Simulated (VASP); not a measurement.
A run of VASP 6.6.1 is set up as follows.

POSCAR

```
SnO2
1.0
    4.7602164758      0.0000000000      0.0000000000
    0.0000000000      4.7602164758      0.0000000000
    0.0000000000      0.0000000000      3.2005650987
Sn O
2 4
Direct
    0.0000000000      0.0000000000     -0.0312444824
    0.5000000000      0.5000000000      0.5000000000
    0.3058934984      0.3058934984      0.0000000000
    0.1941065016      0.8058934984      0.5000000000
    0.6941065016      0.6941065016      0.0000000000
    0.8058934984      0.1941065016      0.5000000000
```

INCAR.step1

```
  PREC = Accurate
  ENCUT = 520
  ISMEAR = 0
  SIGMA = 0.05
  LREAL = False
  LASPH = True
  NELM = 60
  NBANDS = 35
  GGA = PE
  ALGO = Normal
  EDIFF = 1E-4
  LWAVE = True
  LCHARG = False
```

INCAR.step2

```
  PREC = Accurate
  ENCUT = 520
  EDIFF = 1E-6
  ISMEAR = 0
  SIGMA = 0.05
  LREAL = False
  LASPH = True
  NELM = 60
  ALGO = Normal
  ISIF = 2
  LWAVE = False
  LCHARG = False
  METAGGA = R2SCAN
  LMIXTAU = True
  NBANDS = 35
  ISTART = 1
```

The input KPOINTS:

```
regular mesh
0
Gamma
  6 6 8
```

Potentials or basis: VASP PAW PBE potentials, release 64 (Sn_d, O).

Command:

```bash
$ cat potpaw_PBE.64/Sn_d/POTCAR potpaw_PBE.64/O/POTCAR > POTCAR
$ cp INCAR.step1 INCAR
$ mpirun -np 1 vasp_std > vasp.out
$ cp INCAR.step2 INCAR
$ mpirun -np 1 vasp_std > vasp.out
```

(1) Estimate the largest force.

(2) What does it give for the pressure?

Answers

(1) 2.108 eV/Å.

(2) 1.9 GPa.

Caveat: the cell differs from its parent crystal (atom 1 (Sn) moved by (+0.000, -0.100) A along x and z); the PAW data sets were made with another functional, which shifts forces and pressure a little.
